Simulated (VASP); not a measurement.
Runs of VASP 6.6.1 on CdH2O2. The structure is that of space group P3m1 (No. 156), or close to it. The cells are those of the table. 

```csv
potentials or basis,cell,cutoff (eV),second run,gap on the mesh (eV),pressure (GPa),largest force (eV/Å)
"VASP PAW PBE potentials, release 64 (Cd_sv_GW, H, O)","a = 3.853, b = 3.853, c = 4.456 Å, angles 90.0, 90.0, 120.0°, 5 atoms",600,valence_matched,1.10,-5.3,0.45
"VASP PAW PBE potentials, release 64 (Cd_sv_GW, H, O)","a = 3.927, b = 3.927, c = 4.543 Å, angles 90.0, 90.0, 120.0°, 5 atoms",600,valence_matched,0.97,-9.0,1.28
"VASP PAW PBE potentials, release 64 (Cd, H, O)","a = 3.775, b = 3.775, c = 4.366 Å, angles 90.0, 90.0, 120.0°, 5 atoms",520,-,1.24,0.8,1.11
"VASP PAW PBE potentials, release 64 (Cd_sv_GW, H, O)","a = 3.814, b = 3.814, c = 4.412 Å, angles 90.0, 90.0, 120.0°, 5 atoms",600,valence_matched,1.17,-2.9,0.79
"VASP PAW PBE potentials, release 64 (Cd_sv_GW, H, O)","a = 3.775, b = 3.775, c = 4.366 Å, angles 90.0, 90.0, 120.0°, 5 atoms",600,valence_matched,1.25,-0.2,1.15
"VASP PAW PBE potentials, release 64 (Cd, H, O)","a = 3.814, b = 3.814, c = 4.412 Å, angles 90.0, 90.0, 120.0°, 5 atoms",520,-,1.16,-2.1,0.75
"VASP PAW PBE potentials, release 64 (Cd_sv_GW, H, O)","a = 3.890, b = 3.890, c = 4.500 Å, angles 90.0, 90.0, 120.0°, 5 atoms",600,valence_matched,1.03,-7.3,0.83
"VASP PAW PBE potentials, release 64 (Cd, H, O)","a = 3.853, b = 3.853, c = 4.456 Å, angles 90.0, 90.0, 120.0°, 5 atoms",520,-,1.09,(c),0.42
"VASP PAW PBE potentials, release 64 (Cd, H, O)","a = 3.890, b = 3.890, c = 4.500 Å, angles 90.0, 90.0, 120.0°, 5 atoms",520,-,(a),-6.6,(b)
"VASP PAW PBE potentials, release 64 (Cd, H, O)","a = 3.927, b = 3.927, c = 4.543 Å, angles 90.0, 90.0, 120.0°, 5 atoms",520,-,0.96,-8.4,1.25
```

Alike in all rows: task single point; level PBEsol; no spin polarisation; k mesh 6 × 6 × 4; smearing gaussian 0.01 eV.

Task: Fill in the values left out.

Result: (a) 1.02; (b) 0.80; (c) -4.6.

Caveats: the PAW data sets were made with another functional, which shifts forces and pressure a little.

A k mesh can miss the band edges, and the runs leave out spin-orbit coupling on Cd.

The runs don't all hold the same shells in valence.
